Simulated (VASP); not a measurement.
## SiC: relaxation of cell and atoms with PBE

The system is SiC.

```
Si C
1.0
     3.07662    0.00000    0.00000
    -1.53831    2.66443    0.00000
     0.00000    0.00000   15.09808
Si C
6 6
Cartesian
  0.0000 1.7763 12.5765
  1.5383 0.8881 5.0275
  1.5383 0.8881 10.0629
  0.0000 1.7763 2.5138
  0.0000 0.0000 7.5450
  0.0000 0.0000 15.0940
  0.0000 0.0000 13.2013
  0.0000 0.0000 5.6522
  0.0000 1.7763 10.6894
  1.5383 0.8881 3.1404
  1.5383 0.8881 8.1759
  0.0000 1.7763 0.6269
```

```json
{"Program": "VASP 6.6.1", "Task": "relaxation of cell and atoms", "Functional": "PBE", "Potentials or basis": "VASP PAW PBE potentials, release 64 (Si, C)", "Cutoff": "600 eV", "k mesh": "12 × 12 × 2", "Occupations": "gaussian, width 0.02 eV", "Spin": "no spin polarisation", "Dipole correction": "no", "Further INCAR settings": "ALGO = Normal; EDIFF = 1e-06; IBRION = 2; EDIFFG = -0.001; NSW = 100; ISIF = 3"}
```

* Relaxed volume: 10.49 Å³/atom
* Relaxed cell: a = 3.094 Å, b = 3.094 Å, c = 15.182 Å, α = 90.00°, β = 90.00°, γ = 120.00°
* Space group after relaxing (to 0.05 Å): P6_3mc (No. 186)
* Energy gained by relaxing: 2.0 meV/atom
* Ionic steps: 8
* Pressure after relaxing: 0.0 GPa
* Band gap on the k mesh: 2.03 eV, indirect (least direct gap 3.12 eV)

The path:
```tsv
step	energy change (eV)	largest force (eV/Å)	pressure (GPa)	volume (Å³)
1	0.0000	0.0075	3.72	123.77
2	0.0013	0.0174	-3.59	128.10
3	-0.0241	0.0053	0.00	125.88
4	-0.0241	0.0050	0.07	125.84
5	-0.0241	0.0045	0.07	125.84
6	-0.0241	0.0014	0.07	125.84
7	-0.0241	0.0007	0.05	125.85
8	-0.0241	0.0006	-0.01	125.89
```

Final structure:
```
Si C
1.0
     3.09422    0.00000    0.00000
    -1.54711    2.67967    0.00000
     0.00000    0.00000   15.18246
Si C
6 6
Direct
  0.33333 0.66667 0.83299
  0.66667 0.33333 0.33299
  0.66667 0.33333 0.66650
  0.33333 0.66667 0.16650
  0.00000 0.00000 0.49973
  0.00000 0.00000 0.99973
  0.00000 0.00000 0.87437
  0.00000 0.00000 0.37437
  0.33333 0.66667 0.70800
  0.66667 0.33333 0.20800
  0.66667 0.33333 0.54151
  0.33333 0.66667 0.04152
```

Levels at points of the mesh, in eV from the valence-band top:
| k point | band 20 | band 21 | band 22 | band 23 | band 24 | band 25 | band 26 | band 27 | band 28 | band 29 |
| --- | --- | --- | --- | --- | --- | --- | --- | --- | --- | --- |
| (0.00, 0.00, 0.00) | -0.30 | -0.30 | -0.04 | 0.00 | 0.00 | 5.06 | 5.23 | 5.63 | 6.14 | 6.14 |
| (0.50, 0.00, 0.00) | -2.24 | -1.80 | -1.77 | -1.65 | -1.10 | 2.03 | 2.21 | 3.19 | 3.87 | 4.56 |
| (0.00, 0.00, 0.50) | -0.64 | -0.10 | -0.10 | -0.10 | -0.10 | 5.13 | 5.13 | 5.87 | 5.87 | 6.51 |
| (0.50, 0.00, 0.50) | -2.33 | -1.70 | -1.70 | -1.30 | -1.30 | 2.07 | 2.07 | 3.41 | 3.41 | 4.76 |

It took 28 min on 1 thread of AMD EPYC 7R13, with other jobs on the host, peak memory 0.35 GiB.

A k mesh can miss the band edges. PBE gaps usually lie below the measured ones, often by a third to a half.
